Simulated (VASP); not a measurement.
# CdSe (F-43m) in VASP: notebook

Aim: see how the results for CdSe move with the level of theory and the settings. Levels: PBE, r2SCAN, LDA. Tasks: single point.

Everything below comes from runs of VASP 6.6.1. Logs are shortened: lines on timing, memory, paths and dates and some standing lists are left out, and cuts for length are marked.

**1. The cell of the first run**

The structure is cubic, space group F-43m (No. 216). Conventional cell: a = 6.136 Å, b = 6.136 Å, c = 6.136 Å, α = 90.00°, β = 90.00°, γ = 90.00°. Cd (site symmetry -43m) has 4 Se at 2.66 Å within 3.5 Å. Se (site symmetry -43m) has 4 Cd at 2.66 Å within 3.5 Å.

**2. Single point, PBE**

INCAR

```
SYSTEM = CdSe
PREC = Accurate
ENCUT = 520
EDIFF = 1E-6
ISMEAR = 0
SIGMA = 0.01
LREAL = .False.
LASPH = .True.
NELM = 60
ALGO = Normal
ISIF = 2
LWAVE = .False.
LCHARG = .False.
GGA = PE
NBANDS = 16
```

KPOINTS

```
regular mesh
0
Gamma
  4 4 4
  0 0 0
```

POSCAR

```
CdSe
1.0
    0.0000000000      3.0677809642      3.0677809642
    3.0677809642      0.0000000000      3.0677809642
    3.0677809642      3.0677809642      0.0000000000
Cd Se
1 1
Direct
    0.0000000000      0.0000000000      0.0000000000
    0.2500000000      0.2500000000      0.2500000000
```

Potentials or basis: VASP PAW PBE potentials, release 64 (Cd, Se).

Command:

```console
$ cat potpaw_PBE.64/Cd/POTCAR potpaw_PBE.64/Se/POTCAR > POTCAR
$ mpirun -np 1 vasp_std > vasp.out
```

OUTCAR:

```text
SYSTEM = CdSe
   PREC = Accurate
   ENCUT = 520
   EDIFF = 1E-6
   ISMEAR = 0
   LREAL = .False.
   LASPH = .True.
   NELM = 60
   ISIF = 2
   GGA = PE

 ion  position               nearest neighbor table
   1  0.000  0.000  0.000-   2 2.66   2 2.66   2 2.66   2 2.66
   2  0.250  0.250  0.250-   1 2.66   1 2.66   1 2.66   1 2.66

  LATTYP: Found a face centered cubic cell.
 ALAT       =     6.1355619284

  Lattice vectors:

 A1 = (   0.0000000000,   3.0677809642,   3.0677809642)
 A2 = (   3.0677809642,   0.0000000000,   3.0677809642)
 A3 = (   3.0677809642,   3.0677809642,   0.0000000000)

Analysis of symmetry for initial positions (statically):
=====================================================================
 Subroutine PRICEL returns:
 Original cell was already a primitive cell.

 Routine SETGRP: Setting up the symmetry group for a
 face centered cubic supercell.

 Subroutine GETGRP returns: Found 24 space group operations
 (whereof 24 operations were pure point group operations)
 out of a pool of 48 trial point group operations.

The static configuration has the point symmetry T_d .

Analysis of symmetry for dynamics (positions and initial velocities):
=====================================================================
 Subroutine PRICEL returns:
 Original cell was already a primitive cell.

 Routine SETGRP: Setting up the symmetry group for a
 face centered cubic supercell.

 Subroutine GETGRP returns: Found 24 space group operations
 (whereof 24 operations were pure point group operations)
 out of a pool of 48 trial point group operations.

The dynamic configuration has the point symmetry T_d .

 Subroutine INISYM returns: Found 24 space group operations
 (whereof 24 operations are pure point group operations),
 and found     1 'primitive' translations

----------------------------------------------------------------------------------------

                                     Primitive cell

  volume of cell :      57.7435

  direct lattice vectors                    reciprocal lattice vectors
     0.000000000  3.067780964  3.067780964    -0.162984257  0.162984257  0.162984257
     3.067780964  0.000000000  3.067780964     0.162984257 -0.162984257  0.162984257
     3.067780964  3.067780964  0.000000000     0.162984257  0.162984257 -0.162984257

  length of vectors
     4.338497446  4.338497446  4.338497446     0.282297013  0.282297013  0.282297013

  position of ions in fractional coordinates (direct lattice)
     0.000000000  0.000000000  0.000000000
     0.250000000  0.250000000  0.250000000

  ion indices of the primitive-cell ions
   primitive index   ion index
                 1           1
                 2           2

----------------------------------------------------------------------------------------

 KPOINTS: regular mesh

Automatic generation of k-mesh.
 Grid dimensions read from file:
 generate k-points for:    4    4    4

 Generating k-lattice:

  Cartesian coordinates                     Fractional coordinates (reciprocal lattice)
    -0.040746064  0.040746064  0.040746064     0.250000000  0.000000000  0.000000000
     0.040746064 -0.040746064  0.040746064     0.000000000  0.250000000  0.000000000
     0.040746064  0.040746064 -0.040746064     0.000000000  0.000000000  0.250000000

  Length of vectors
     0.070574253  0.070574253  0.070574253

  Shift w.r.t. Gamma in fractional coordinates (k-lattice)
     0.000000000  0.000000000  0.000000000

 Subroutine IBZKPT returns following result:
 ===========================================

 Found      8 irreducible k-points:

 Following reciprocal coordinates:
            Coordinates               Weight
  0.000000  0.000000  0.000000      1.000000
  0.250000  0.000000  0.000000      8.000000
  0.500000  0.000000  0.000000      4.000000
  0.250000  0.250000  0.000000      6.000000
  0.500000  0.250000  0.000000     24.000000
 -0.250000  0.250000  0.000000     12.000000
  0.500000  0.500000  0.000000      3.000000
 -0.250000  0.500000  0.250000      6.000000
   k-points           NKPTS =      8   k-points in BZ     NKDIM =      8   number of bands    NBANDS=     16
   number of dos      NEDOS =    301   number of ions     NIONS =      2
   total plane-waves  NPLWV =  32768
   dimension x,y,z NGX =    32 NGY =   32 NGZ =   32
   dimension x,y,z NGXF=    64 NGYF=   64 NGZF=   64
   ions per type =               1   1
   NGX,Y,Z   is equivalent  to a cutoff of  12.26, 12.26, 12.26 a.u.
   NGXF,Y,Z  is equivalent  to a cutoff of  24.52, 24.52, 24.52 a.u.
 SYSTEM =  CdSe
   PREC   = accura    normal or accurate (medium, high low for compatibility)
   ISTART =      0    job   : 0-new  1-cont  2-samecut
   ICHARG =      2    charge: 1-file 2-atom 10-const
   ISPIN  =      1    spin polarized calculation?
   LNONCOLLINEAR =      F non collinear calculations
   LSORBIT =      F    spin-orbit coupling
   LASPH  =      T    aspherical Exc in radial PAW
   ENCUT  =  520.0 eV  38.22 Ry    6.18 a.u.   8.07  8.07  8.07*2*pi/ulx,y,z
   NELM   =     60;   NELMIN=  2; NELMDL= -5     # of ELM steps
   EDIFF  = 0.1E-05   stopping-criterion for ELM
   LREAL  =      F    real-space projection
   EDIFFG = 0.1E-04   stopping-criterion for IOM
   NSW    =      0    number of steps for IOM
   IBRION =     -1    ionic relax: 0-MD 1-quasi-New 2-CG
   NFREE  =      0    steps in history (QN), initial steepest desc. (CG)
   ISIF   =      2    stress and relaxation
   ISYM   =      2    0-nonsym 1-usesym 2-fastsym
   POTIM  = 0.5000    time-step for ionic-motion
   TEBEG  =    0.0;   TEEND  =   0.0 temperature during run
   PSTRESS=    0.0 pullay stress
   NELECT =      18.0000    total number of electrons
   NUPDOWN=      -1.0000    fix difference up-down
   EMIN   =  10.00;   EMAX   =-10.00  energy-range for DOS
   EFERMI =   0.00;   METHOD = LEGACY
   ISMEAR =     0;   SIGMA  =   0.01  broadening in eV -4-tet -1-fermi 0-gaus
   EFERMI_NEDOS =   21; number of points for ismear=-14 and -15
   IALGO  =     38    algorithm
   IMIX   =      4    mixing-type and parameters
     AMIX     =   0.40;   BMIX     =  1.00
     AMIX_MAG =   1.60;   BMIX_MAG =  1.00
  volume/ion in A,a.u.               =      28.87       194.84
  Fermi-wavevector in a.u.,A,eV,Ry     =   1.110021  2.097636 16.764382  1.232147
  Thomas-Fermi vector in A             =   2.246568
   LORBIT       =      0    0 simple, 1 ext, 2 COOP (PROOUT), +10 PAW based schemes
   GGA     = PE    functional components
   LHFCALC =     F    Hartree Fock is set to
   AEXX    =    0.0000 exact exchange contribution
   IVDW    =     0    specifies the selected vdW correction
   LEPSILON=     F    determine dielectric tensor
   LRPA    =     F    only Hartree local field effects (RPA)
 non-spin polarized calculation
 Gauss-broadening in eV      SIGMA  =   0.01
  energy-cutoff  :      520.00
  volume of cell :       57.74
 maximum number of plane-waves:      1588
   NGX = 17   NGY = 17   NGZ = 17

 number of electron      18.0000008 magnetization

 Free energy of the ion-electron system (eV)
  ---------------------------------------------------
  ext. energy  EPLUGINS =         0.00000000
  ---------------------------------------------------
  free energy    TOTEN  =        -5.44180167 eV

  energy without entropy =       -5.44180167  energy(sigma->0) =       -5.44180167

 E-fermi :   0.8127     XC(G=0):  -8.7553

 val. band max:        0.7656091196   @ k =   0.0000   0.0000   0.0000
 cond. band min:       1.3049116007   @ k =   0.0000   0.0000   0.0000
 fundamental gap:      0.5393024811
 Fermi energy:         0.8126577306

 k-point     1 :       0.0000    0.0000    0.0000
  band No.  band energies     occupation
      1     -11.6787      2.00000
      2      -7.1133      2.00000
      3      -7.1133      2.00000
      4      -7.1133      2.00000
      5      -6.7691      2.00000
      6      -6.7691      2.00000
[... 8 lines left out ...]
     15      11.7892      0.00000
     16      11.7892      0.00000

 k-point     2 :       0.2500    0.0000    0.0000
  band No.  band energies     occupation
      1     -11.5045      2.00000
      2      -7.0626      2.00000
      3      -7.0626      2.00000
      4      -6.9107      2.00000
      5      -6.7670      2.00000
      6      -6.7670      2.00000
[... 8 lines left out ...]
     15      10.7977      0.00000
     16      10.8432      0.00000

 k-point     3 :       0.5000    0.0000    0.0000
  band No.  band energies     occupation
      1     -11.3277      2.00000
      2      -7.0263      2.00000
      3      -7.0263      2.00000
      4      -6.7471      2.00000
      5      -6.7471      2.00000
      6      -6.4907      2.00000
[... 8 lines left out ...]
     15      12.8099      0.00000
     16      12.8099      0.00000

 k-point     4 :       0.2500    0.2500    0.0000
  band No.  band energies     occupation
      1     -11.4477      2.00000
      2      -7.0011      2.00000
      3      -7.0011      2.00000
      4      -6.9576      2.00000
      5      -6.7735      2.00000
      6      -6.7421      2.00000
[... 8 lines left out ...]
     15      12.3062      0.00000
     16      13.8369      0.00000

 k-point     5 :       0.5000    0.2500    0.0000
  band No.  band energies     occupation
      1     -11.2738      2.00000
      2      -6.9833      2.00000
      3      -6.9467      2.00000
      4      -6.8267      2.00000
      5      -6.7372      2.00000
      6      -6.4579      2.00000
[... 8 lines left out ...]
     15      13.0425      0.00000
     16      13.7014      0.00000

 k-point     6 :      -0.2500    0.2500    0.0000
  band No.  band energies     occupation
      1     -11.3309      2.00000
      2      -7.0015      2.00000
      3      -6.9976      2.00000
      4      -6.7804      2.00000
      5      -6.7773      2.00000
      6      -6.5685      2.00000
[... 8 lines left out ...]
     15      11.9193      0.00000
     16      13.7250      0.00000

 k-point     7 :       0.5000    0.5000    0.0000
  band No.  band energies     occupation
      1     -11.2173      2.00000
      2      -6.9327      2.00000
      3      -6.8723      2.00000
      4      -6.8723      2.00000
      5      -6.7149      2.00000
      6      -6.4283      2.00000
[... 8 lines left out ...]
     15      13.1102      0.00000
     16      14.0105      0.00000

 k-point     8 :      -0.2500    0.5000    0.2500
  band No.  band energies     occupation
      1     -11.2181      2.00000
      2      -6.9395      2.00000
      3      -6.9365      2.00000
      4      -6.8001      2.00000
      5      -6.7639      2.00000
      6      -6.3143      2.00000
[... 8 lines left out ...]
     15      13.3245      0.00000
     16      13.7182      0.00000

------------------------ aborting loop because EDIFF is reached ----------------------------------------

  FORCE on cell =-STRESS in cart. coord.  units (eV):
  Direction    XX          YY          ZZ          XY          YZ          ZX
  --------------------------------------------------------------------------------------
  -------------------------------------------------------------------------------------
  Total        0.6800730      0.6800730      0.6800730     -0.0000000     -0.0000000     -0.0000000
  in kB       18.8696178     18.8696178     18.8696178     -0.0000000     -0.0000000     -0.0000000
  external PRESSURE =      18.8696178 kB  Pullay stress =       0.0000000 kB

 VOLUME and BASIS-vectors are now :
 -----------------------------------------------------------------------------
  energy-cutoff  :      520.00
  volume of cell :       57.74
      direct lattice vectors                 reciprocal lattice vectors
     0.000000000  3.067780964  3.067780964    -0.162984257  0.162984257  0.162984257
     3.067780964  0.000000000  3.067780964     0.162984257 -0.162984257  0.162984257
     3.067780964  3.067780964  0.000000000     0.162984257  0.162984257 -0.162984257

 POSITION                                       TOTAL-FORCE (eV/Angst)
 -----------------------------------------------------------------------------------
      0.00000      0.00000      0.00000         0.000000      0.000000      0.000000
      1.53389      1.53389      1.53389        -0.000000     -0.000000     -0.000000
 -----------------------------------------------------------------------------------
    total drift:                               -0.000000     -0.000000     -0.000000

  FREE ENERGIE OF THE ION-ELECTRON SYSTEM (eV)
  ---------------------------------------------------
  free  energy   TOTEN  =        -5.4418016688 eV

  energy  without entropy=       -5.4418016688  energy(sigma->0) =       -5.44180167
```

Run time: 17 s. Hardware: 1 thread of Intel Xeon 8259CL, shared host; peak memory 0.17 GiB.

What came out:

- Free energy: -5.4418 eV
- Pressure: 1.9 GPa
- Band gap on the k mesh: 0.54 eV, direct

Caveat: the k points lie up to 0.44 Å⁻¹ apart. As with any semilocal functional, this PBE gap is likely too small.

**3. Single point, r2SCAN**

POSCAR is that of step 2.

INCAR.step1

```
  ALGO = Normal
  EDIFF = 1E-4
  ENCUT = 520
  GGA = PE
  ISMEAR = 0
  LASPH = True
  LCHARG = False
  LREAL = False
  LWAVE = True
  NBANDS = 16
  NELM = 100
  PREC = Accurate
  SIGMA = 0.01
```

INCAR.step2

```
  ALGO = Normal
  EDIFF = 1E-6
  ENCUT = 520
  ISIF = 2
  ISMEAR = 0
  ISTART = 1
  LASPH = True
  LCHARG = False
  LMIXTAU = True
  LREAL = False
  LWAVE = False
  METAGGA = R2SCAN
  NBANDS = 16
  NELM = 100
  PREC = Accurate
  SIGMA = 0.01
```

KPOINTS

```
k-points
0
Gamma
  4 4 4
```

Potentials or basis: VASP PAW PBE potentials, release 64 (Cd, Se).

Command:

```console
$ cat potpaw_PBE.64/Cd/POTCAR potpaw_PBE.64/Se/POTCAR > POTCAR
$ cp INCAR.step1 INCAR
$ mpirun -np 1 vasp_std > vasp.out
$ cp INCAR.step2 INCAR
$ mpirun -np 1 vasp_std > vasp.out
```

Run time: 1.7 min. Hardware: 1 thread of Intel Xeon 8259CL, shared host; peak memory 0.19 GiB.

The run converged. Its results:

| Item | Value |
| --- | --- |
| Free energy | -35.8764 eV |
| Pressure | 0.4 GPa |
| Band gap on the k mesh | 1.01 eV, direct |

Levels at points of the mesh, in eV from the valence-band top:
| k point | band 7 | band 8 | band 9 | band 10 | band 11 | band 12 |
| --- | --- | --- | --- | --- | --- | --- |
| (0.00, 0.00, 0.00) | 0.00 | 0.00 | 0.00 | 1.01 | 6.46 | 6.46 |
| (0.50, 0.00, 0.00) | -4.28 | -0.72 | -0.72 | 2.81 | 6.90 | 6.90 |
| (0.50, 0.50, 0.00) | -3.97 | -1.80 | -1.80 | 3.48 | 4.12 | 9.55 |

Caveat: the k points lie up to 0.44 Å⁻¹ apart; the PAW data sets were made with another functional, which shifts forces and pressure a little.

**4. Single point, PBE**

INCAR

```
SYSTEM = CdSe
PREC = Accurate
ENCUT = 520
EDIFF = 1E-6
ISMEAR = 0
SIGMA = 0.01
LREAL = .False.
LASPH = .True.
NELM = 80
ALGO = Normal
ISIF = 2
LWAVE = .False.
LCHARG = .True.
GGA = PE
LELF = .True.
LVHAR = .True.
NBANDS = 16
```

KPOINTS

```
Automatic mesh
0
Gamma
  6 6 6
  0 0 0
```

POSCAR is that of step 3.

Command:

```console
$ cat potpaw_PBE.64/Cd/POTCAR potpaw_PBE.64/Se/POTCAR > POTCAR
$ mpirun -np 1 vasp_std > vasp.out
```

Wall time 27 s (1 thread of Intel Xeon 8259CL, shared host); peak memory 0.18 GiB.

Results (log left out):

```yaml
Free_energy: -5.4851 eV
Pressure: 1.7 GPa
Band_gap_on_the_k_mesh: 0.55 eV, direct
```

Levels at points of the mesh, in eV from the valence-band top:
| k point | band 6 | band 7 | band 8 | band 9 | band 10 | band 11 | band 12 | band 13 |
| --- | --- | --- | --- | --- | --- | --- | --- | --- |
| (0.00, 0.00, 0.00) | -7.51 | 0.00 | 0.00 | 0.00 | 0.55 | 5.93 | 5.93 | 5.93 |
| (0.50, 0.00, 0.00) | -7.23 | -4.24 | -0.71 | -0.71 | 2.36 | 6.43 | 6.43 | 7.35 |
| (0.50, 0.50, 0.00) | -7.17 | -3.96 | -1.77 | -1.77 | 3.18 | 3.73 | 8.99 | 10.06 |

A hybrid or GW would open this gap; PBE tends to underestimate it.

**5. Single point, LDA**

INCAR

```
ALGO     = Normal         # electronic algorithm
EDIFF    = 1E-6           # SCF threshold, eV
ENCUT    = 500            # plane-wave cutoff, eV
GGA      = CA             # functional
GGA_COMPAT= F            
ISIF     = 2              # what is computed and relaxed
ISMEAR   = 0              # smearing method
LASPH    = T              # aspherical terms in the spheres
LCHARG   = F              # write CHGCAR
LREAL    = F              # projectors in reciprocal space
LWAVE    = F              # write WAVECAR
NBANDS   = 16             # bands
NELM     = 120            # most SCF steps
PREC     = Accurate       # precision mode
SIGMA    = 0.01           # smearing width, eV
```

KPOINTS

```
k-points
0
Gamma
  4 4 4
```

POSCAR is that of step 4.

Potentials or basis: VASP PAW LDA potentials, release 64 (Cd, Se).

Command:

```console
$ cat potpaw_LDA.64/Cd/POTCAR potpaw_LDA.64/Se/POTCAR > POTCAR
$ mpirun -np 1 vasp_std > vasp.out
```

Wall time 8.2 s (1 thread of Intel Xeon 8259CL, shared host); peak memory 0.15 GiB.

The run converged. Its results:

- Free energy: -6.6797 eV
- Pressure: -2.6 GPa
- Band gap on the k mesh: 0.29 eV, direct

Levels at points of the mesh, in eV from the valence-band top:
```csv
k point,band 5,band 6,band 7,band 8,band 9,band 10,band 11,band 12,band 13,band 14
"(0.00, 0.00, 0.00)",-7.55,-7.55,0.00,0.00,0.00,0.29,5.77,5.77,5.77,9.36
"(0.50, 0.00, 0.00)",-7.53,-7.27,-4.34,-0.73,-0.73,2.14,6.28,6.28,7.10,9.68
"(0.50, 0.50, 0.00)",-7.49,-7.21,-4.06,-1.80,-1.80,2.95,3.56,8.75,9.85,9.85
```

Caveat: the k points lie up to 0.44 Å⁻¹ apart.

**6. Overview**

| level | potentials or basis | k mesh | cutoff (eV) | gap on the mesh (eV) | pressure (GPa) |
| --- | --- | --- | --- | --- | --- |
| PBE | VASP PAW PBE potentials, release 64 (Cd, Se) | 4 × 4 × 4 | 520 | 0.54 | 1.9 |
| r2SCAN | VASP PAW PBE potentials, release 64 (Cd, Se) | 4 × 4 × 4 | 520 | 1.01 | 0.4 |
| PBE | VASP PAW PBE potentials, release 64 (Cd, Se) | 6 × 6 × 6 | 520 | 0.55 | 1.7 |
| LDA | VASP PAW LDA potentials, release 64 (Cd, Se) | 4 × 4 × 4 | 500 | 0.29 | -2.6 |

Alike in all rows: task single point; no spin polarisation; cell as given; smearing gaussian 0.01 eV.

Caveats: some runs use coarse meshes; the PAW data sets were made with another functional, which shifts forces and pressure a little (some runs).

Absolute energies hang on the potentials; compare differences alone.
